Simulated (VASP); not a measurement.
Set up this calculation in VASP 6.6.1, as the native input.

| Property | Result |
| --- | --- |
| Task | single point |
| Functional | LDA |
| Potentials or basis | VASP PAW LDA potentials, release 64 (Rb_sv, Tl_d) |
| Cutoff | 520 eV |
| k mesh | 5 × 5 × 5 |
| Occupations | fermi-dirac, width 0.1 eV |
| Spin | no spin polarisation |
| Dipole correction | no |
| Further INCAR settings | ALGO = Normal; EDIFF = 1e-07; NBANDS = 28 |

The structure of Rb3Tl lies in POSCAR:

```
Rb3Tl
1.0
    0.0000000000      4.9123180000      4.9123180000
    4.9123180000      0.0000000000      4.9123180000
    4.9123180000      4.9123180000      0.0000000000
Rb Tl
3 1
Direct
    0.2500000000      0.2500000000      0.2500000000
    0.7500000000      0.7500000000      0.7500000000
    0.5000000000      0.5000000000      0.5000000000
    0.0000000000      0.0000000000      0.0000000000
```

These files were run (other wordings do the same):

INCAR

```
PREC = Accurate
ENCUT = 520
EDIFF = 1E-7
ISMEAR = -1
SIGMA = 0.1
LREAL = F
LASPH = T
NELM = 60
ALGO = Normal
ISIF = 2
LWAVE = F
LCHARG = T
LELF = T
LVHAR = T
NBANDS = 28
```

KPOINTS

```
Automatic mesh
0
Gamma
  5 5 5
```

Potentials or basis: VASP PAW LDA potentials, release 64 (Rb_sv, Tl_d).

Command:

```console
$ cat potpaw_LDA.64/Rb_sv/POTCAR potpaw_LDA.64/Tl_d/POTCAR > POTCAR
$ mpirun -np 1 vasp_std > vasp.out
```

It gave:

```yaml
Pressure: -0.9 GPa
Band_gap_on_the_k_mesh: zero (bands 20 and 21 overlap by 0.31 eV)
```

Caveat: spin-orbit coupling is left out, which moves the levels of the heavy elements.

Wall time 2.1 min on 1 thread of AMD EPYC 7R43 64-Core Processor (Zen 3), with other jobs on the host, peak memory 0.28 GiB.
